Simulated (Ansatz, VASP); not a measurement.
**One calculation of CsI, two programs**

```
CELL_PARAMETERS angstrom
4.60808 0.00000 0.00000
0.00000 4.60808 0.00000
0.00000 0.00000 4.60808
ATOMIC_POSITIONS crystal
Cs 0.00000 0.00000 0.00000
I 0.50000 0.50000 0.50000
```

Alike in both runs: task single point; functional PBE; k mesh 4 × 4 × 4; occupations methfessel-paxton of order 1, width 0.5 eV; no spin polarisation.

|  | VASP | Ansatz |
| --- | --- | --- |
| version | VASP 6.6.1 | Ansatz 0.2.0 |
| potentials or method | VASP PAW PBE potentials, release 64 (Cs_sv, I) | plane waves |
| plane-wave cutoff (eV) | 500 | 420 |
| valence electrons in the cell | 16 | 26 |

```tsv
	VASP	Ansatz	Ansatz less VASP
pressure (GPa)	0.4	0.4	+0.02
```

VASP's potentials hold 16 valence electrons a cell and Ansatz's 26, so a difference there can come from the potentials and not from the codes.

Spin-orbit coupling is off throughout.
